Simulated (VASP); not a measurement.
Nb:

```
Nb
1.0
     4.66588    0.00000    0.00000
    -2.33294    4.04077    0.00000
     0.00000    0.00000    2.86018
Nb
3
Cartesian
  0.0000 0.0000 0.0000
  0.0000 2.6938 1.4301
  2.3329 1.3469 1.4301
```

| Property | Result |
| --- | --- |
| Program | VASP 6.6.1 |
| Task | relaxation of cell and atoms |
| Functional | BLYP |
| Potentials or basis | VASP PAW PBE potentials, release 64 (Nb_sv) |
| Cutoff | 600 eV |
| k mesh | 8 × 8 × 11 |
| Occupations | fermi-dirac, width 0.1 eV |
| Spin | no spin polarisation |

At the start: pressure 11.9 GPa; volume 17.98 Å³/atom.

Task: Where does the relaxation end?

Result: Over 7 steps the energy falls by 148.2 meV/atom and the volume is 19.24 Å³/atom (+7.0 %); space group P6/mmm (No. 191, to 0.05 Å).

Step by step:
```tsv
step	energy change (eV)	largest force (eV/Å)	pressure (GPa)	volume (Å³)
1	0.0000	0.0000	11.90	53.93
2	-0.1180	0.0000	-13.59	64.74
3	-0.3528	0.0000	-4.78	59.61
4	-0.4097	0.0000	1.48	57.42
5	-0.4419	0.0000	-1.25	58.24
6	-0.4426	0.0000	1.16	57.27
7	-0.4445	0.0000	0.02	57.71
```

Final structure:
```yaml
crystal:
  lattice:
    - [4.95536, 0.00000, 0.00000]
    - [-2.47768, 4.29147, 0.00000]
    - [0.00000, 0.00000, 2.71392]
  atoms:
    - { symbol: Nb, position: [0.00000, 0.00000, 0.00000] }
    - { symbol: Nb, position: [0.33333, 0.66667, 0.50000] }
    - { symbol: Nb, position: [0.66667, 0.33333, 0.50000] }
```

Caveat: the PAW data sets were made with another functional, which shifts forces and pressure a little.
